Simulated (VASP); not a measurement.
Write the native input for VASP 6.6.1 that does the following.

| Item | Value |
| --- | --- |
| Task | single point |
| Functional | PBEsol |
| Potentials or basis | VASP PAW PBE potentials, release 64 (Al) |
| Cutoff | 520 eV |
| k mesh | 20 × 20 × 20 |
| Occupations | gaussian, width 0.15 eV |
| Spin | no spin polarisation |
| Dipole correction | no |
| Further INCAR settings | ALGO = Fast; EDIFF = 1e-06; NBANDS = 8 |

The structure of Al lies in POSCAR:

```
Al
1.0
    0.0000000000      1.9632606000      1.9632606000
    1.9632606000      0.0000000000      1.9632606000
    1.9632606000      1.9632606000      0.0000000000
Al
1
Direct
    0.0000000000      0.0000000000      0.0000000000
```

This cell differs from its parent crystal: strain -0.030 along x and y, -0.030 along z.

These files were run (other wordings do the same):

INCAR

```
SYSTEM = Al
PREC = Accurate
ENCUT = 520
EDIFF = 1E-6
ISMEAR = 0
SIGMA = 0.15
LREAL = .FALSE.
LASPH = .TRUE.
NELM = 100
ALGO = Fast
ISIF = 2
LWAVE = .FALSE.
LCHARG = .FALSE.
GGA = PS
NBANDS = 8
```

KPOINTS

```
regular mesh
0
G
  20 20 20
  0 0 0
```

Potentials or basis: VASP PAW PBE potentials, release 64 (Al).

The run is started by

```bash
$ cat potpaw_PBE.64/Al/POTCAR > POTCAR
$ mpirun -np 1 vasp_std > vasp.out
```

It gave:

```json
{
  "Pressure": "6.4 GPa"
}
```

Caveat: the cell differs from its parent crystal (strain -0.030 along x and y, -0.030 along z); the PAW data sets were made with another functional, which shifts forces and pressure a little.

It took 42 s on 1 thread of AMD EPYC 7R43 64-Core Processor (Zen 3) (shared host), peak memory 0.11 GiB.
